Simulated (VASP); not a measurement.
Here is a VASP 6.6.1 calculation.

Contents of INCAR:

```
SYSTEM = LiSi16
PREC     = Accurate       ! precision mode
ENCUT    = 520            ! plane-wave cutoff, eV
EDIFF    = 1E-6           ! SCF threshold, eV
ISMEAR   = -1             ! smearing method
SIGMA    = 0.05           ! smearing width, eV
LREAL    = Auto         
LASPH    = .True.         ! aspherical terms in the spheres
NELM     = 150            ! most SCF steps
ALGO     = Normal         ! electronic algorithm
ISIF     = 2              ! what is computed and relaxed
LWAVE    = .False.        ! write WAVECAR
LCHARG   = .False.        ! write CHGCAR
ISPIN    = 2              ! spin polarisation
MAGMOM   = 0 0 0 0 0 0 0 0 0 0 0 0 0 0 0 0 1 ! initial moments
LORBIT   = 11             ! projections on sites
GGA      = PE             ! functional
IBRION   = 2              ! ionic algorithm
NSW      = 45             ! ionic steps
EDIFFG   = -0.08          ! ionic threshold
KPAR     = 2
```

The input KPOINTS:

```
Automatic mesh
0
Gamma
  2 2 2
  0 0 0
```

The input POSCAR:

```
LiSi16
1.0
    0.0000000000      5.4300000000      5.4300000000
    5.4300000000      0.0000000000      5.4300000000
    5.4300000000      5.4300000000      0.0000000000
Si Li
16 1
Direct
    0.0000000000      0.0000000000      0.0000000000
    0.1250000000      0.1250000000      0.1250000000
    0.0000000000      0.0000000000      0.5000000000
    0.1250000000      0.1250000000      0.6250000000
    0.0000000000      0.5000000000      0.0000000000
    0.1250000000      0.6250000000      0.1250000000
    0.0000000000      0.5000000000      0.5000000000
    0.1250000000      0.6250000000      0.6250000000
    0.5000000000      0.0000000000      0.0000000000
    0.6250000000      0.1250000000      0.1250000000
    0.5000000000      0.0000000000      0.5000000000
    0.6250000000      0.1250000000      0.6250000000
    0.5000000000      0.5000000000      0.0000000000
    0.6250000000      0.6250000000      0.1250000000
    0.5000000000      0.5000000000      0.5000000000
    0.6250000000      0.6250000000      0.6250000000
    0.3795992000      0.8772069000      0.8646825000
```

Potentials or basis: VASP PAW PBE potentials, release 64 (Si, Li_sv).

The run is started by

```bash
$ cat potpaw_PBE.64/Si/POTCAR potpaw_PBE.64/Li_sv/POTCAR > POTCAR
$ mpirun -np 4 vasp_std > vasp.out
```

What does it give for the energy gained by relaxing?

8.0 meV/atom.

What does it give for the net moment?

0.00 μB per cell.

Final structure:
```
Si Li
1.0
     0.00000    5.43000    5.43000
     5.43000    0.00000    5.43000
     5.43000    5.43000    0.00000
Si Li
16 1
Cartesian
  0.0274 5.4033 5.4027
  1.3749 1.3574 1.3578
  8.1323 2.7268 5.4183
  4.0709 4.0535 1.3591
  8.1333 5.4185 2.7266
  4.0721 1.3575 4.0550
  5.4417 2.7269 2.7278
  6.7879 4.0728 4.0722
  0.0281 2.7429 2.7423
  1.3509 4.0677 4.0781
  2.6788 5.3936 2.7513
  4.0710 6.7860 4.0917
  2.6869 2.7437 5.4011
  4.0722 4.0901 6.7876
  5.4418 5.4172 5.4181
  6.7681 6.7861 6.7889
  9.4804 6.7724 6.8060
```

Caveat: the k points lie up to 0.50 Å⁻¹ apart.
